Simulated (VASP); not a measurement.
# Os (P6/mmm) in VASP: notebook, part 2 of 2

VASP 6.6.1. The steps go on from the part before.

### Step 3. Single point, LDA (12.38 Å³/atom)

This run uses another cell than the first one, of 12.38 Å³/atom.

The input, INCAR:

```
SYSTEM = Os
  PREC = Accurate
  ENCUT = 520
  EDIFF = 1E-6
  ISMEAR = -1
  SIGMA = 0.1
  LREAL = .False.
  LASPH = .True.
  NELM = 60
  ALGO = Normal
  ISIF = 2
  LWAVE = .False.
  LCHARG = .False.
  NBANDS = 19
```

The input, KPOINTS:

```
Automatic mesh
0
Gamma
  10 10 13
  0 0 0
```

The input, POSCAR:

```
Os
1.0
    4.0876362584      0.0000000000      0.0000000000
   -2.0438181292      3.5399968412      0.0000000000
    0.0000000000      0.0000000000      2.5675524316
Os
3
Direct
    1.0000000000      0.0000000000      1.0000000000
    0.3333333333      0.6666666667      0.5000000000
    0.6666666667      0.3333333333      0.5000000000
```

Potentials or basis: VASP PAW LDA potentials, release 64 (Os).

Run with:

```sh
cat potpaw_LDA.64/Os/POTCAR > POTCAR
mpirun -np 1 vasp_std > vasp.out
```

OUTCAR:

```text
SYSTEM = Os
   PREC = Accurate
   ENCUT = 520
   EDIFF = 1E-6
   ISMEAR = -1
   LREAL = .False.
   LASPH = .True.
   NELM = 60
   ISIF = 2

 ion  position               nearest neighbor table
   1  0.000  0.000  0.000-   2 2.69   3 2.69   2 2.69   3 2.69   2 2.69   2 2.69   3 2.69   3 2.69
                             3 2.69   3 2.69   2 2.69   2 2.69
   2  0.333  0.667  0.500-   3 2.36   3 2.36   3 2.36   1 2.69   1 2.69   1 2.69   1 2.69   1 2.69
                             1 2.69
   3  0.667  0.333  0.500-   2 2.36   2 2.36   2 2.36   1 2.69   1 2.69   1 2.69   1 2.69   1 2.69
                             1 2.69

  LATTYP: Found a hexagonal cell.
 ALAT       =     4.0876362584
 C/A-ratio  =     0.6281264450

  Lattice vectors:

 A1 = (   4.0876362584,   0.0000000000,   0.0000000000)
 A2 = (  -2.0438181292,   3.5399968412,   0.0000000000)
 A3 = (   0.0000000000,   0.0000000000,   2.5675524316)

Analysis of symmetry for initial positions (statically):
=====================================================================
 Subroutine PRICEL returns:
 Original cell was already a primitive cell.

 Routine SETGRP: Setting up the symmetry group for a
 hexagonal supercell.
[... 167 lines left out ...]

 E-fermi :  11.6369     XC(G=0): -14.8551

 val. band max:       11.5851656007   @ k =   0.4000   0.1000   0.1538
 cond. band min:      11.6378593771   @ k =   0.1000   0.1000   0.1538
 fundamental gap:      0.0526937765
 Fermi energy:        11.6369070620

 k-point     1 :       0.0000    0.0000    0.0000
  band No.  band energies     occupation
      1      -0.5797      2.00000
      2       2.9815      2.00000
      3       6.3660      2.00000
      4       6.7005      2.00000
      5       6.7005      2.00000
      6       6.7023      2.00000
[... 505 lines left out ...]
      6       6.1110      2.00000
[... 11 lines left out ...]
     18      15.2217      0.00000
     19      23.1997      0.00000

 [... further k-points ...]

------------------------ aborting loop because EDIFF is reached ----------------------------------------

  FORCE on cell =-STRESS in cart. coord.  units (eV):
  Direction    XX          YY          ZZ          XY          YZ          ZX
  --------------------------------------------------------------------------------------
  -------------------------------------------------------------------------------------
  Total       17.9725250     17.9725250     16.1239876      0.0000000      0.0000000      0.0000000
  in kB      775.0420066    775.0420066    695.3262089      0.0000000      0.0000000      0.0000000
  external PRESSURE =     748.4700740 kB  Pullay stress =       0.0000000 kB

 VOLUME and BASIS-vectors are now :
 -----------------------------------------------------------------------------
  energy-cutoff  :      520.00
  volume of cell :       37.15
      direct lattice vectors                 reciprocal lattice vectors
     4.087636258  0.000000000  0.000000000     0.244640163  0.141243064  0.000000000
    -2.043818129  3.539996841  0.000000000     0.000000000  0.282486128  0.000000000
     0.000000000  0.000000000  2.567552432     0.000000000  0.000000000  0.389475980

 POSITION                                       TOTAL-FORCE (eV/Angst)
 -----------------------------------------------------------------------------------
      0.00000      0.00000      0.00000         0.000000      0.000000      0.000000
     -0.00000      2.36000      1.28378         0.000000      0.000000      0.000000
      2.04382      1.18000      1.28378        -0.000000      0.000000      0.000000
 -----------------------------------------------------------------------------------
    total drift:                               -0.000000      0.000000      0.000000

  FREE ENERGIE OF THE ION-ELECTRON SYSTEM (eV)
  ---------------------------------------------------
  free  energy   TOTEN  =       -35.8229875590 eV

  energy  without entropy=      -35.7668755040  energy(sigma->0) =      -35.79493153
```

OSZICAR:

```text
N       E                     dE             d eps       ncg     rms          rms(c)
DAV:   1     0.184703453451E+03    0.18470E+03   -0.11785E+04  3828   0.123E+03
DAV:   2    -0.264129130529E+02   -0.21112E+03   -0.19933E+03  3834   0.420E+02
DAV:   3    -0.376673621747E+02   -0.11254E+02   -0.10760E+02  4478   0.829E+01
DAV:   4    -0.378666060686E+02   -0.19924E+00   -0.19751E+00  4211   0.110E+01
DAV:   5    -0.378685074681E+02   -0.19014E-02   -0.19004E-02  4188   0.898E-01    0.525E+01
DAV:   6    -0.364012353714E+02    0.14673E+01   -0.16817E+00  4853   0.963E+00    0.273E+01
DAV:   7    -0.361786523628E+02    0.22258E+00   -0.33873E+00  5323   0.155E+01    0.689E+00
DAV:   8    -0.358277447205E+02    0.35091E+00   -0.16429E+00  5136   0.107E+01    0.800E-01
DAV:   9    -0.358238321648E+02    0.39126E-02   -0.55201E-02  3903   0.200E+00    0.490E-01
DAV:  10    -0.358233827922E+02    0.44937E-03   -0.13116E-03  4731   0.289E-01    0.306E-01
DAV:  11    -0.358229960675E+02    0.38672E-03   -0.78587E-04  4018   0.240E-01    0.424E-02
DAV:  12    -0.358229906738E+02    0.53938E-05   -0.30744E-05  4551   0.420E-02    0.895E-03
DAV:  13    -0.358229877046E+02    0.29692E-05   -0.41380E-06  4021   0.206E-02    0.121E-02
DAV:  14    -0.358229875590E+02    0.14562E-06   -0.52862E-07  2042   0.635E-03
   1 F= -.35822988E+02 E0= -.35794932E+02  d E =-.561121E-01
```

stdout:

```text
POSCAR found type information on POSCAR Os
 POSCAR found :  1 types and       3 ions
 scaLAPACK will be used
 LDA part: xc-table for (Slater(with rela. corr.)+CA(PZ))
 , standard interpolation
 POSCAR, INCAR and KPOINTS ok, starting setup
 FFT: planning ... GRIDC
 FFT: planning ... GRID_SOFT
 FFT: planning ... GRID
 WAVECAR not read
 entering main loop
```

Wall time 1.8 min (1 thread of Intel Xeon 8259CL, shared host); peak memory 0.17 GiB.

What came out:

- Free energy: -35.8230 eV
- Pressure: 74.8 GPa
- Band gap on the k mesh: zero (bands 12 and 13 overlap by 3.34 eV)

Caveat: the cell stands under pressure; spin-orbit coupling is left out, which moves the levels of the heavy elements.

### Step 4. Single point, LDA (12.95 Å³/atom)

This run uses another cell than the first one, of 12.95 Å³/atom.

The input, INCAR:

```
ALGO = Normal
EDIFF = 1E-6
ENCUT = 520
ISIF = 2
ISMEAR = -1
LASPH = T
LCHARG = T
LELF = T
LREAL = F
LVHAR = T
LWAVE = F
NBANDS = 19
NELM = 80
PREC = Accurate
SIGMA = 0.1
```

The input, KPOINTS:

```
k-points
0
Gamma
  10 10 13
```

The input, POSCAR:

```
Os
1.0
    4.1486547507      0.0000000000      0.0000000000
   -2.0743273754      3.5928404057      0.0000000000
    0.0000000000      0.0000000000      2.6058797603
Os
3
Direct
    1.0000000000      0.0000000000      1.0000000000
    0.3333333333      0.6666666667      0.5000000000
    0.6666666667      0.3333333333      0.5000000000
```

Run with:

```sh
cat potpaw_LDA.64/Os/POTCAR > POTCAR
mpirun -np 1 vasp_std > vasp.out
```

Wall time 77 s (1 thread of Intel Xeon 8259CL, shared host); peak memory 0.18 GiB.

Results (log left out):

| Quantity | Value |
| --- | --- |
| Free energy | -36.4471 eV |
| Pressure | 44.3 GPa |
| Band gap on the k mesh | zero (bands 12 and 13 overlap by 3.09 eV) |

Stress tensor (GPa, compression positive):
```
45.70  0.00  0.00
 0.00 45.70  0.00
 0.00  0.00 41.42
```

Levels at points of the mesh, in eV from the Fermi level:
```
           k point  band 9  band 10  band 11  band 12  band 13  band 14  band 15  band 16
(0.00, 0.00, 0.00)   -2.83    -2.83    -1.87    -1.87    -1.81    -1.81     2.88     2.88
(0.50, 0.00, 0.00)   -3.53    -1.52    -1.49     0.21     0.42     1.45     1.48     1.56
```

Caveat: the cell stands under pressure; spin-orbit coupling is left out, which moves the levels of the heavy elements.

### Step 5. Overview

| cell | k mesh | gap on the mesh (eV) | pressure (GPa) |
| --- | --- | --- | --- |
| a = 4.266, b = 4.266, c = 2.679 Å, angles 90.0, 90.0, 120.0°, 3 atoms | 9 × 9 × 12 | none | 0.7 |
| a = 4.088, b = 4.088, c = 2.568 Å, angles 90.0, 90.0, 120.0°, 3 atoms | 10 × 10 × 13 | none | 74.8 |
| a = 4.149, b = 4.149, c = 2.606 Å, angles 90.0, 90.0, 120.0°, 3 atoms | 10 × 10 × 13 | none | 44.3 |

Alike in all rows: task single point; level LDA; potentials or basis VASP PAW LDA potentials, release 64 (Os); no spin polarisation; cutoff (eV) 520; smearing fermi-dirac 0.1 eV.

Caveats: spin-orbit coupling is left out, which moves the levels of the heavy elements; the cell stands under pressure (at least some runs).

Total energies depend on the potentials used, so only differences within one code and one set of settings carry meaning.
